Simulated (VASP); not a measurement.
A run of VASP 6.6.1 is set up as follows.

File INCAR:

```
PREC     = Accurate       # precision mode
ENCUT    = 520            # plane-wave cutoff, eV
EDIFF    = 1E-8           # SCF threshold, eV
ISMEAR   = -1             # smearing method
SIGMA    = 0.08           # smearing width, eV
LREAL    = F              # projectors in reciprocal space
LASPH    = T              # aspherical terms in the spheres
NELM     = 80             # most SCF steps
ALGO     = Normal         # electronic algorithm
ISIF     = 2              # what is computed and relaxed
LWAVE    = F              # write WAVECAR
LCHARG   = F              # write CHGCAR
GGA      = CA             # functional
LEFG     = T            
NBANDS   = 12             # bands
```

File KPOINTS:

```
Automatic mesh
0
Gamma
  12 12 12
```

The input POSCAR:

```
Li
1.0
    1.5504989657      0.8951809952      7.5883000000
   -1.5504989657      0.8951809952      7.5883000000
    0.0000000000     -1.7903619905      7.5883000000
Li
3
Direct
    0.0000000000      0.0000000000      0.0000000000
    0.2220000000      0.2220000000      0.2220000000
    0.7780000000      0.7780000000      0.7780000000
```

Potentials or basis: VASP PAW LDA potentials, release 64 (Li_sv).

Command:

```console
$ cat potpaw_LDA.64/Li_sv/POTCAR > POTCAR
$ mpirun -np 1 vasp_std > vasp.out
```

Problem. Estimate the largest force.

Solution. 0.009 eV/Å.

Problem. What does it give for the band gap on the k mesh?

Solution. Zero (an odd number of electrons rules out a gap without spin polarisation).

Forces in eV/Å, atoms in the order of the input:
```
Li   0.000  0.000  0.000
Li   0.000  0.000  0.009
Li   0.000  0.000 -0.009
```

Caveat: without QUAD_EFG the Cq values of the log hold for a quadrupole moment of 1 mb, not for the nuclei.
